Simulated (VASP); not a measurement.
Input of a VASP 6.6.1 run:

INCAR

```
SYSTEM = Dy2H
PREC = Accurate ; ENCUT = 500
EDIFF = 1E-7 ; ISMEAR = 0
SIGMA = 0.2 ; LREAL = .False.
LASPH = .True. ; NELM = 200
ALGO = Normal ; ISIF = 3
LWAVE = .False. ; LCHARG = .False.
GGA = PE ; IBRION = 2
NSW = 36 ; EDIFFG = -0.08
GGA_COMPAT = .False. ; NELMIN = 4
LMAXMIX = 6
```

The input KPOINTS:

```
regular mesh
0
Gamma
  5 5 5
  0 0 0
```

The input POSCAR:

```
Dy2H
1.0
    4.6742607800      0.0000000000      0.0000000000
   -2.3371303900      4.0480285800      0.0000000000
    0.0000000000      0.0000000000      3.5922961500
Dy H
2 1
Direct
    0.3333333300      0.6666666700      0.0000000000
    0.6666666700      0.3333333300      0.0000000000
    0.0000000000      0.0000000000      0.5000000000
```

Potentials or basis: VASP PAW PBE potentials, release 64 (Dy_3, H), 4f in core.

Run with:

```sh
$ cat potpaw_PBE.64/Dy_3/POTCAR potpaw_PBE.64/H/POTCAR > POTCAR
$ mpirun -np 1 vasp_std > vasp.out
```

Predict the relaxed cell.

a = 5.453 Å, b = 5.453 Å, c = 3.136 Å, α = 90.00°, β = 90.00°, γ = 120.00°.

What does it give for the relaxed volume?

26.92 Å³/atom.

Estimate the band gap on the k mesh.

zero (an odd number of electrons rules out a gap without spin polarisation).

Step by step:
```tsv
step	energy change (eV)	largest force (eV/Å)	pressure (GPa)	volume (Å³)
1	0.0000	0.0000	4.45	67.97
2	-1.0769	0.0000	2.08	73.58
3	-1.2723	0.0000	1.38	77.01
4	-1.2832	0.0000	1.47	76.54
5	-1.3019	0.0000	0.33	79.67
6	-1.3030	0.0000	-0.02	80.75
```

Caveat: the volume moved by over 15 % at a fixed basis, so the end points are rough; spin-orbit coupling is left out, which moves the levels of the heavy elements; the 4f electrons are frozen in the core, so they carry no moment and show no levels. Spin polarisation is off, so any magnetic state and its effect on volume and gap are missing.
